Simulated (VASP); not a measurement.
A run of VASP 6.6.1 is set up as follows.

INCAR

```
  PREC = Accurate
  ENCUT = 520
  EDIFF = 1E-7
  ISMEAR = 0
  SIGMA = 0.02
  LREAL = False
  LASPH = True
  NELM = 60
  ALGO = Normal
  ISIF = 2
  LWAVE = False
  LCHARG = True
  GGA = PE
  LELF = True
  LVHAR = True
  NBANDS = 66
```

The input KPOINTS:

```
Automatic mesh
0
Gamma
  6 6 4
```

POSCAR

```
Zn2CdSeS2
1.0
    5.8845530724     -3.3664202634      0.0000000000
    5.8845530724      3.3664202634      0.0000000000
    0.0000000000      0.0000000000      6.3392742090
Zn Cd Se S
4 2 2 4
Direct
    0.1663551182      0.4816078630      0.5056295165
    0.5183921370      0.8336448818      0.5056295165
    0.8336448818      0.5183921370      0.0056295165
    0.4816078630      0.1663551182      0.0056295165
    0.8166546549      0.1833453451      0.4846267216
    0.1833453451      0.8166546549      0.9846267216
    0.1925233305      0.8074766695      0.3949840108
    0.8074766695      0.1925233305      0.8949840108
    0.8357391391      0.5239231191      0.3670651174
    0.4760768809      0.1642608609      0.3670651174
    0.1642608609      0.4760768809      0.8670651174
    0.5239231191      0.8357391391      0.8670651174
```

Potentials or basis: VASP PAW PBE potentials, release 64 (Zn, Cd, Se, S).

Run with:

```console
$ cat potpaw_PBE.64/Zn/POTCAR potpaw_PBE.64/Cd/POTCAR potpaw_PBE.64/Se/POTCAR potpaw_PBE.64/S/POTCAR > POTCAR
$ mpirun -np 1 vasp_std > vasp.out
```

(1) What does it give for the pressure?

(2) Estimate the band gap on the k mesh.

(3) What does it give for the largest force?

Results:

(1) 7.3 GPa.

(2) 1.71 eV.

(3) 0.026 eV/Å.

Caveat: the cell stands under pressure.
